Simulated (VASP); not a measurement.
# Si (C2) in VASP: a series of runs

Runs on Si. Level: PBE. Tasks: single point.

All numbers are computed with VASP 6.6.1; they aren't measurements. Logs are shortened: lines on timing, memory, paths and dates and some standing lists are left out, and cuts for length are marked.

## (1) The cell of the first run

It takes space group C2 (No. 5, monoclinic). The conventional cell has a = 14.380 Å, b = 4.002 Å, c = 5.919 Å, α = 90.00°, β = 96.17°, γ = 90.00°. Within 3.0 Å of Si (site symmetry 1) lie 4 Si at 2.30 to 2.52 Å. Within 3.1 Å of Si (site symmetry 1) lie 4 Si at 2.35 to 2.49 Å. Within 3.1 Å of Si (site symmetry 1) lie 5 Si at 2.31 to 3.10 Å. Si (site symmetry 1) has 5 Si at 2.31 to 3.10 Å within 3.1 Å.

## (2) Single point, PBE (atoms displaced along a vibrational mode, the cell strained)

File INCAR:

```
PREC     = Accurate       # precision mode
ENCUT    = 520            # plane-wave cutoff, eV
EDIFF    = 1E-6           # SCF threshold, eV
ISMEAR   = 0              # smearing method
SIGMA    = 0.03           # smearing width, eV
LREAL    = F              # projectors in reciprocal space
LASPH    = T              # aspherical terms in the spheres
NELM     = 60             # most SCF steps
ALGO     = Normal         # electronic algorithm
ISIF     = 2              # what is computed and relaxed
LWAVE    = F              # write WAVECAR
LCHARG   = F              # write CHGCAR
GGA      = PE             # functional
NBANDS   = 26             # bands
```

File KPOINTS:

```
Automatic mesh
0
Gamma
  10 10 6
```

File POSCAR:

```
Si
1.0
    7.1894207869     -2.0011101510      0.0815299555
    7.1894207869      2.0011101510      0.0815299555
   -0.7029910630      0.0000000000      5.8771845726
Si
8
Direct
    0.0040099648      0.1073143682      0.8741221558
    0.8926856318      0.9959900352      0.1258778442
    0.5020059406      0.6164546308      0.6536328742
    0.3835453692      0.4979940594      0.3463671258
    0.3572994030      0.0684877152      0.0570686657
    0.9315122848      0.6427005970      0.9429313343
    0.6914964726      0.7625550666      0.5855965457
    0.2374449334      0.3085035274      0.4144034543
```

Potentials or basis: VASP PAW PBE potentials, release 64 (Si).

Command:

```
$ cat potpaw_PBE.64/Si/POTCAR > POTCAR
$ mpirun -np 1 vasp_std > vasp.out
```

OUTCAR:

```text
PREC = Accurate
   ENCUT = 520
   EDIFF = 1E-6
   ISMEAR = 0
   LREAL = F
   LASPH = T
   NELM = 60
   ISIF = 2
   GGA = PE

 ion  position               nearest neighbor table
   1  0.004  0.107  0.874-   2 2.30   3 2.37   3 2.41   5 2.52
   2  0.893  0.996  0.126-   1 2.30   4 2.37   4 2.41   6 2.52
   3  0.502  0.616  0.654-   4 2.35   1 2.37   1 2.41   7 2.49
   4  0.384  0.498  0.346-   3 2.35   2 2.37   2 2.41   8 2.49
   5  0.357  0.068  0.057-   8 2.31   6 2.40   6 2.40   1 2.52   7 3.10
   6  0.932  0.643  0.943-   7 2.31   5 2.40   5 2.40   2 2.52   8 3.10
   7  0.691  0.763  0.586-   6 2.31   8 2.37   8 2.37   3 2.49   5 3.10
   8  0.237  0.309  0.414-   5 2.31   7 2.37   7 2.37   4 2.49   6 3.10

  LATTYP: Found a base centered monoclinic cell.
 ALAT       =    14.3797661156
 B/A-ratio  =     0.2783230457
 C/A-ratio  =     0.4116255330
 COS(beta)  =    -0.1075000546

  Lattice vectors:

 A1 = (   7.1894207869,  -2.0011101510,   0.0815299555)
 A2 = (   7.1894207869,   2.0011101510,   0.0815299555)
 A3 = (  -0.7029910630,   0.0000000000,   5.8771845726)

Analysis of symmetry for initial positions (statically):
=====================================================================
 Subroutine PRICEL returns:
 Original cell was already a primitive cell.

 Routine SETGRP: Setting up the symmetry group for a
 base centered monoclinic supercell.

 Subroutine GETGRP returns: Found  2 space group operations
 (whereof  2 operations were pure point group operations)
 out of a pool of  4 trial point group operations.

The static configuration has the point symmetry C_2 .

Analysis of symmetry for dynamics (positions and initial velocities):
=====================================================================
 Subroutine PRICEL returns:
 Original cell was already a primitive cell.

 Routine SETGRP: Setting up the symmetry group for a
 base centered monoclinic supercell.

 Subroutine GETGRP returns: Found  2 space group operations
 (whereof  2 operations were pure point group operations)
 out of a pool of  4 trial point group operations.

The dynamic configuration has the point symmetry C_2 .

 Subroutine INISYM returns: Found  2 space group operations
 (whereof  2 operations are pure point group operations),
 and found     1 'primitive' translations

----------------------------------------------------------------------------------------

                                     Primitive cell

  volume of cell :     169.3374

  direct lattice vectors                    reciprocal lattice vectors
     7.189420787 -2.001110151  0.081529956     0.069452423 -0.249861308  0.008307453
     7.189420787  2.001110151  0.081529956     0.069452423  0.249861308  0.008307453
    -0.702991063  0.000000000  5.877184573    -0.001926927  0.000000000  0.169919011

  length of vectors
     7.463166903  7.463166903  5.919078892     0.259467389  0.259467389  0.169929936

  position of ions in fractional coordinates (direct lattice)
     0.004009965  0.107314368  0.874122156
     0.892685632  0.995990035  0.125877844
     0.502005941  0.616454631  0.653632874
     0.383545369  0.497994059  0.346367126
     0.357299403  0.068487715  0.057068666
     0.931512285  0.642700597  0.942931334
     0.691496473  0.762555067  0.585596546
     0.237444933  0.308503527  0.414403454

  ion indices of the primitive-cell ions
   primitive index   ion index
                 1           1
                 2           2
                 3           3
                 4           4
                 5           5
                 6           6
                 7           7
                 8           8

----------------------------------------------------------------------------------------

 KPOINTS: Automatic mesh

Automatic generation of k-mesh.
 Grid dimensions read from file:
 generate k-points for:   10   10    6

 Generating k-lattice:

  Cartesian coordinates                     Fractional coordinates (reciprocal lattice)
     0.006945242 -0.024986131  0.000830745     0.100000000  0.000000000  0.000000000
[... 50 lines left out ...]
  ---------------------------------------------------
  ext. energy  EPLUGINS =         0.00000000
  ---------------------------------------------------
  free energy    TOTEN  =       -41.78582699 eV

  energy without entropy =      -41.78581464  energy(sigma->0) =      -41.78582082

 E-fermi :   5.8729     XC(G=0):  -9.1648

 val. band max:        5.8303568173   @ k =   0.0000   0.0000   0.0000
 cond. band min:       5.9214321615   @ k =   0.1000   0.1000   0.3333
 fundamental gap:      0.0910753442
 Fermi energy:         5.8728607988

 k-point     1 :       0.0000    0.0000    0.0000
  band No.  band energies     occupation
      1      -6.6004      2.00000
      2      -4.6526      2.00000
      3      -3.9801      2.00000
      4      -3.0477      2.00000
      5      -1.5590      2.00000
      6      -1.1540      2.00000
[... 18 lines left out ...]
     25       8.6693      0.00000
     26       9.8672      0.00000

 k-point     2 :       0.1000    0.0000   -0.0000
  band No.  band energies     occupation
      1      -6.5129      2.00000
      2      -4.6187      2.00000
      3      -3.8531      2.00000
      4      -2.9845      2.00000
      5      -1.6580      2.00000
      6      -1.1685      2.00000
[... 18 lines left out ...]
     25       8.9774      0.00000
     26       9.7995      0.00000

 k-point     3 :       0.2000    0.0000   -0.0000
  band No.  band energies     occupation
      1      -6.2523      2.00000
      2      -4.4923      2.00000
      3      -3.5075      2.00000
      4      -2.8311      2.00000
      5      -1.9955      2.00000
      6      -1.2706      2.00000
[... 572 lines left out ...]
 k-point    23 :       0.3000    0.3000   -0.0000
  band No.  band energies     occupation
      1      -6.4184      2.00000
      2      -5.3767      2.00000
      3      -3.2731      2.00000
      4      -2.8269      2.00000
      5      -2.0524      2.00000
      6      -0.9804      2.00000
[... 18 lines left out ...]
     25       9.1856      0.00000
     26       9.5443      0.00000

 k-point    24 :       0.4000    0.3000   -0.0000
  band No.  band energies     occupation
      1      -6.2784      2.00000
      2      -5.4216      2.00000
      3      -3.1002      2.00000
      4      -2.6771      2.00000
      5      -2.1923      2.00000
      6      -1.0192      2.00000
[... 18 lines left out ...]
     25       9.0984      0.00000
     26       9.5653      0.00000

 [... further k-points ...]

------------------------ aborting loop because EDIFF is reached ----------------------------------------

  FORCE on cell =-STRESS in cart. coord.  units (eV):
  Direction    XX          YY          ZZ          XY          YZ          ZX
  --------------------------------------------------------------------------------------
  -------------------------------------------------------------------------------------
  Total       -6.0317550     -5.6141699      6.4682601      0.0000000      0.0000000     -1.7023794
  in kB      -57.0691434    -53.1181828     61.1991139      0.0000000      0.0000000    -16.1069758
  external PRESSURE =     -16.3294041 kB  Pullay stress =       0.0000000 kB

 VOLUME and BASIS-vectors are now :
 -----------------------------------------------------------------------------
  energy-cutoff  :      520.00
  volume of cell :      169.34
      direct lattice vectors                 reciprocal lattice vectors
     7.189420787 -2.001110151  0.081529956     0.069452423 -0.249861308  0.008307453
     7.189420787  2.001110151  0.081529956     0.069452423  0.249861308  0.008307453
    -0.702991063  0.000000000  5.877184573    -0.001926927  0.000000000  0.169919011

 POSITION                                       TOTAL-FORCE (eV/Angst)
 -----------------------------------------------------------------------------------
      0.18586      0.20672      5.14645         0.990570     -0.438417      0.178811
     13.48999      0.20672      0.89379        -0.990570     -0.438417     -0.178811
      7.58159      0.22902      3.93271         0.586451     -0.322225     -0.097091
      6.09426      0.22902      2.10754        -0.586451     -0.322225      0.097091
      3.02104     -0.57794      0.37012        -0.504474      0.859909     -0.194141
     10.65481     -0.57794      5.67013         0.504474      0.859909      0.194141
     10.04212      0.14220      3.56021        -0.359114     -0.099267     -0.199859
      3.63373      0.14220      2.48004         0.359114     -0.099267      0.199859
 -----------------------------------------------------------------------------------
    total drift:                               -0.000000     -0.000014     -0.000000

  FREE ENERGIE OF THE ION-ELECTRON SYSTEM (eV)
  ---------------------------------------------------
  free  energy   TOTEN  =       -41.7858269918 eV

  energy  without entropy=      -41.7858146384  energy(sigma->0) =      -41.78582082
```

It took 11 min on 1 thread of Intel Xeon Platinum 8488C (Sapphire Rapids), shared host; peak memory 0.72 GiB.

What came out:

* Free energy: -41.7858 eV
* Pressure: -1.6 GPa
* Largest force: 1.098 eV/Å
* Band gap on the k mesh: 0.09 eV (least direct gap 0.43 eV)

Forces in eV/Å, atoms in the order of the input:
```
Si   0.991 -0.438  0.179
Si  -0.991 -0.438 -0.179
Si   0.586 -0.322 -0.097
Si  -0.586 -0.322  0.097
Si  -0.504  0.860 -0.194
Si   0.504  0.860  0.194
Si  -0.359 -0.099 -0.200
Si   0.359 -0.099  0.200
```

Stress tensor (GPa, compression positive):
```
-5.71  0.00 -1.61
 0.00 -5.31  0.00
-1.61  0.00  6.12
```

Caveat: the cell differs from its parent crystal (atoms displaced along a vibrational mode, the cell strained); forces of over 1 eV/Å act on the atoms, so gaps and moduli don't describe the material at rest. A k mesh can miss the band edges.

## (3) Single point, PBE (atoms displaced along a vibrational mode, the cell strained)

File INCAR:

```
PREC = Accurate ; ENCUT = 520
EDIFF = 1E-6 ; ISMEAR = 0
SIGMA = 0.03 ; LREAL = False
LASPH = True ; NELM = 100
ALGO = Normal ; ISIF = 2
LWAVE = False ; LCHARG = True
GGA = PE ; LELF = True
LVHAR = True ; NBANDS = 26
```

File KPOINTS:

```
regular mesh
0
Gamma
  10 10 6
```

POSCAR: that of step 2 with these lines changed.

```diff
@@ -2,5 +2,5 @@
 1.0
-    7.1894207869     -2.0011101510      0.0815299555
-    7.1894207869      2.0011101510      0.0815299555
-   -0.7029910630      0.0000000000      5.8771845726
+    7.1118295019     -1.9785855778      0.0527465744
+    7.1118295019      1.9785855778      0.0527465744
+   -0.7206036348      0.0000000000      6.0244301646
 Si
```

Potentials or basis: VASP PAW PBE potentials, release 64 (Si).

Command:

```
$ cat potpaw_PBE.64/Si/POTCAR > POTCAR
$ mpirun -np 1 vasp_std > vasp.out
```

Run time: 12 min. Hardware: 1 thread of Intel Xeon Platinum 8488C (Sapphire Rapids), shared host; peak memory 0.71 GiB.

It converged, with:

* Free energy: -42.0384 eV
* Pressure: -1.9 GPa
* Largest force: 1.057 eV/Å
* Band gap on the k mesh: 0.25 eV (least direct gap 0.57 eV)

Forces in eV/Å, atoms in the order of the input:
```
Si   0.821 -0.430  0.220
Si  -0.821 -0.430 -0.220
Si   0.418 -0.303 -0.095
Si  -0.418 -0.303  0.095
Si  -0.501  0.928  0.065
Si   0.501  0.928 -0.065
Si  -0.247 -0.195  0.096
Si   0.247 -0.195 -0.096
```

Stress tensor (GPa, compression positive):
```
-4.67  0.00 -1.63
 0.00 -4.38  0.00
-1.63  0.00  3.25
```

Levels at points of the mesh, in eV from the valence-band top:
```
           k point  band 14  band 15  band 16  band 17  band 18  band 19
(0.00, 0.00, 0.00)    -1.05    -0.70     0.00     0.57     0.65     0.97
(0.50, 0.00, 0.00)    -2.97    -2.41    -1.99     0.51     1.05     1.28
(0.50, 0.50, 0.00)    -1.70    -1.58    -0.08     0.59     0.77     1.28
(0.00, 0.00, 0.50)    -2.03    -1.28    -0.97     0.31     0.59     1.18
(0.50, 0.00, 0.50)    -1.73    -1.68    -1.59     0.62     0.87     1.35
(0.50, 0.50, 0.50)    -2.01    -1.69    -1.54     0.39     0.70     0.76
```

Caveat: the cell differs from its parent crystal (atoms displaced along a vibrational mode, the cell strained); forces of over 1 eV/Å act on the atoms, so gaps and moduli don't describe the material at rest. A k mesh can miss the band edges.

## (4) Single point, PBE (atoms displaced along a vibrational mode, the cell strained)

File INCAR:

```
SYSTEM = Si
  PREC = Accurate
  ENCUT = 520
  EDIFF = 1E-6
  ISMEAR = 0
  SIGMA = 0.03
  LREAL = .FALSE.
  LASPH = .TRUE.
  NELM = 60
  ALGO = Normal
  ISIF = 2
  LWAVE = .FALSE.
  LCHARG = .TRUE.
  GGA = PE
  LELF = .TRUE.
  LVHAR = .TRUE.
  NBANDS = 26
```

File KPOINTS:

```
Automatic mesh
0
G
  10 10 6
  0 0 0
```

File POSCAR:

```
Si
1.0
    7.1894207869     -2.0011101510      0.0815299555
    7.1894207869      2.0011101510      0.0815299555
   -0.7029910630      0.0000000000      5.8771845726
Si
8
Direct
    0.0169230152      0.0944013178      0.8741221558
    0.9055986822      0.9830769848      0.1258778442
    0.5163120269      0.6021485445      0.6536328742
    0.3978514555      0.4836879731      0.3463671258
    0.3211979420      0.1045891762      0.0570686657
    0.8954108238      0.6788020580      0.9429313343
    0.7003787968      0.7536727424      0.5855965457
    0.2463272576      0.2996212032      0.4144034543
```

Command:

```
$ cat potpaw_PBE.64/Si/POTCAR > POTCAR
$ mpirun -np 1 vasp_std > vasp.out
```

Wall time 11 min (1 thread of Intel Xeon 6975P-C (Granite Rapids), shared host); peak memory 0.71 GiB.

The run converged. Its results:

```yaml
Free_energy: -42.0597 eV
Pressure: -0.7 GPa
Largest_force: 0.944 eV/Å
Band_gap_on_the_k_mesh: 0.09 eV (least direct gap 0.44 eV)
```

Forces on the atoms (eV/Å):
```
Si   0.883 -0.305  0.134
Si  -0.883 -0.305 -0.134
Si   0.578 -0.246 -0.068
Si  -0.578 -0.246  0.068
Si  -0.409  0.529 -0.563
Si   0.409  0.529  0.563
Si  -0.378  0.022 -0.587
Si   0.378  0.022  0.587
```

Stress tensor (GPa, compression positive):
```
-5.25  0.00 -1.19
 0.00 -4.57  0.00
-1.19  0.00  7.76
```

Levels at points of the mesh, in eV from the valence-band top:
```tsv
k point	band 13	band 14	band 15	band 16	band 17	band 18	band 19	band 20
(0.00, 0.00, 0.00)	-1.28	-1.22	-0.67	0.00	0.44	0.54	0.78	1.40
(0.50, 0.00, 0.00)	-3.12	-2.95	-2.42	-2.10	0.66	1.22	1.32	2.08
(0.50, 0.50, 0.00)	-1.76	-1.62	-1.55	-0.15	0.29	0.88	1.25	1.52
(0.00, 0.00, 0.50)	-2.19	-1.91	-1.30	-1.15	0.26	0.63	1.19	1.57
(0.50, 0.00, 0.50)	-2.15	-1.69	-1.50	-1.38	0.78	1.08	1.72	1.79
(0.50, 0.50, 0.50)	-1.99	-1.98	-1.78	-1.44	0.09	0.68	0.78	1.58
```

Caveat: the cell differs from its parent crystal (atoms displaced along a vibrational mode, the cell strained).

## (5) Single point, PBE (atoms displaced along a vibrational mode)

File INCAR:

```
ALGO = Normal
EDIFF = 1E-6
ENCUT = 520
GGA = PE
ISIF = 2
ISMEAR = 0
LASPH = T
LCHARG = F
LREAL = F
LWAVE = F
NBANDS = 26
NELM = 100
PREC = Accurate
SIGMA = 0.03
```

File KPOINTS:

```
k-points
0
Gamma
  10 10 6
```

File POSCAR:

```
Si
1.0
    6.9563139221     -1.9334397594     -0.0049437215
    6.9563139221      1.9334397594     -0.0049437215
   -0.7559043688      0.0000000000      6.3195533039
Si
8
Direct
    0.0298360656      0.0814882674      0.8741221558
    0.9185117326      0.9701639344      0.1258778442
    0.5306181132      0.5878424582      0.6536328742
    0.4121575418      0.4693818868      0.3463671258
    0.2850964810      0.1406906372      0.0570686657
    0.8593093628      0.7149035190      0.9429313343
    0.7092611211      0.7447904181      0.5855965457
    0.2552095819      0.2907388789      0.4144034543
```

Command:

```
$ cat potpaw_PBE.64/Si/POTCAR > POTCAR
$ mpirun -np 1 vasp_std > vasp.out
```

It took 15 min on 1 thread of Intel Xeon Platinum 8488C (Sapphire Rapids), shared host; peak memory 0.71 GiB.

It converged, with:

- Free energy: -42.7317 eV
- Pressure: -0.7 GPa
- Largest force: 0.424 eV/Å
- Band gap on the k mesh: 0.49 eV (least direct gap 0.85 eV)

Forces in eV/Å, atoms in the order of the input:
```
Si   0.182 -0.134  0.100
Si  -0.182 -0.134 -0.100
Si   0.031 -0.116 -0.017
Si  -0.031 -0.116  0.017
Si  -0.192  0.352  0.138
Si   0.192  0.352 -0.138
Si  -0.007 -0.102  0.177
Si   0.007 -0.102 -0.177
```

Stress tensor (GPa, compression positive):
```
-0.84  0.00 -0.52
 0.00 -0.48  0.00
-0.52  0.00 -0.87
```

Levels at points of the mesh, in eV from the valence-band top:
```tsv
k point	band 12	band 13	band 14	band 15	band 16	band 17	band 18	band 19	band 20	band 21
(0.00, 0.00, 0.00)	-1.08	-1.05	-0.76	-0.67	0.00	0.85	1.37	1.58	1.81	2.17
(0.50, 0.00, 0.00)	-3.19	-2.93	-2.79	-2.20	-1.86	0.75	1.50	1.71	2.53	2.93
(0.50, 0.50, 0.00)	-1.71	-1.39	-1.19	-1.10	-0.34	0.62	1.12	2.01	2.18	2.19
(0.00, 0.00, 0.50)	-2.19	-1.55	-1.45	-1.07	-0.85	0.92	1.19	1.73	2.29	2.43
(0.50, 0.00, 0.50)	-3.16	-2.21	-1.94	-1.75	-1.46	0.89	1.19	1.47	1.58	2.36
(0.50, 0.50, 0.50)	-2.30	-2.03	-1.60	-1.19	-1.04	0.49	1.15	1.28	2.18	2.77
```

Caveat: the cell differs from its parent crystal (atoms displaced along a vibrational mode). A k mesh can miss the band edges.

## (6) Overview

```csv
cell,gap on the mesh (eV),pressure (GPa),largest force (eV/Å)
"a = 7.463, b = 7.463, c = 5.919 Å, angles 95.9, 95.9, 31.1°, 8 atoms, atomic positions A",0.09,-1.6,1.10
"a = 7.382, b = 7.382, c = 6.067 Å, angles 96.2, 96.2, 31.1°, 8 atoms, atomic positions A",0.25,-1.9,1.06
"a = 7.463, b = 7.463, c = 5.919 Å, angles 95.9, 95.9, 31.1°, 8 atoms, atomic positions B",0.09,-0.7,0.94
"a = 7.220, b = 7.220, c = 6.365 Å, angles 96.6, 96.6, 31.1°, 8 atoms, atomic positions C",0.49,-0.7,0.42
```

Alike in all rows: task single point; level PBE; potentials or basis VASP PAW PBE potentials, release 64 (Si); no spin polarisation; k mesh 10 × 10 × 6; cutoff (eV) 520; smearing gaussian 0.03 eV.

Caveats: forces of over 1 eV/Å act on the atoms, so gaps and moduli don't describe the material at rest (at least some runs).

Total energies depend on the potentials used, so only differences within one code and one set of settings carry meaning.
